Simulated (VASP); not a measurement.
Wanted: the native input for a VASP 6.6.1 run.

```
Task                   : single point
Functional             : revPBE
Dispersion             : D3(BJ)
Potentials or basis    : VASP PAW PBE potentials, release 64 (Si, C)
Cutoff                 : 520 eV
k mesh                 : 10 × 10 × 10
Occupations            : gaussian, width 0.05 eV
Spin                   : no spin polarisation
Dipole correction      : no
Further INCAR settings : ALGO = Normal; EDIFF = 1e-06; NBANDS = 11
```

The structure of SiC lies in POSCAR:

```
SiC
1.0
    0.0000000000      2.1810786732      2.1810786732
    2.1810786732      0.0000000000      2.1810786732
    2.1810786732      2.1810786732      0.0000000000
Si C
1 1
Direct
    0.0000000000      0.0000000000      0.0000000000
    0.7500000000      0.7500000000      0.7500000000
```

This cell differs from its parent crystal: volume scaled by 1.02.

These files were run (other wordings do the same):

INCAR

```
SYSTEM = SiC
ALGO = Normal
EDIFF = 1E-6
ENCUT = 520
GGA = RE
ISIF = 2
ISMEAR = 0
IVDW = 12
LASPH = .TRUE.
LCHARG = .FALSE.
LREAL = .FALSE.
LWAVE = .FALSE.
NBANDS = 11
NELM = 100
PREC = Accurate
SIGMA = 0.05
```

KPOINTS

```
k-points
0
G
  10 10 10
  0 0 0
```

Potentials or basis: VASP PAW PBE potentials, release 64 (Si, C).

Launch:

```bash
$ cat potpaw_PBE.64/Si/POTCAR potpaw_PBE.64/C/POTCAR > POTCAR
$ mpirun -np 1 vasp_std > vasp.out
```

It gave:

The pressure is -4.7 GPa, the band gap on the k mesh is 1.36 eV, indirect (least direct gap 4.53 eV) and the dispersion energy per atom is -0.598 eV.

Caveat: the PAW data sets were made with another functional, which shifts forces and pressure a little.

Run time: 13 s on 1 thread of AMD EPYC 7R13 Processor (Zen 3), on a shared host, peak memory 0.11 GiB.
